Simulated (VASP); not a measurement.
Set up this calculation in VASP 6.6.1, as the native input.

- Task: single point
- Functional: PBEsol
- Potentials or basis: VASP PAW PBE potentials, release 64 (B, N)
- Cutoff: 600 eV
- k mesh: 8 × 8 × 8
- Occupations: methfessel-paxton, width 0.001 eV
- Spin: no spin polarisation
- Dipole correction: no
- Further INCAR settings: ALGO = Normal; EDIFF = 1e-06; NBANDS = 11

The structure of BN lies in POSCAR:

```
BN
1.0
    0.0000000000      1.8048254535      1.8048254535
    1.8048254535      0.0000000000      1.8048254535
    1.8048254535      1.8048254535      0.0000000000
B N
1 1
Direct
    0.0000000000      0.0000000000      0.0000000000
    0.2500000000      0.2500000000      0.2500000000
```

One way to write it, as run:

INCAR

```
ALGO = Normal ; EDIFF = 1E-6
ENCUT = 600 ; GGA = PS
GGA_COMPAT = False ; ISIF = 2
ISMEAR = 1 ; LASPH = True
LCHARG = False ; LREAL = False
LWAVE = False ; NBANDS = 11
NELM = 120 ; PREC = Accurate
SIGMA = 0.001
```

KPOINTS

```
k-points
0
Gamma
  8 8 8
```

Potentials or basis: VASP PAW PBE potentials, release 64 (B, N).

The run is started by

```sh
$ cat potpaw_PBE.64/B/POTCAR potpaw_PBE.64/N/POTCAR > POTCAR
$ mpirun -np 1 vasp_std > vasp.out
```

Results of the run:

- Pressure: -0.9 GPa
- Band gap on the k mesh: 4.28 eV, indirect (least direct gap 8.78 eV)

Caveat: the PAW data sets were made with another functional, which shifts forces and pressure a little.

It took 4.6 s on 1 thread of Intel(R) Xeon(R) Platinum 8259CL CPU @ 2.50GHz (Skylake/Cascade Lake), on a shared host, peak memory 0.11 GiB.
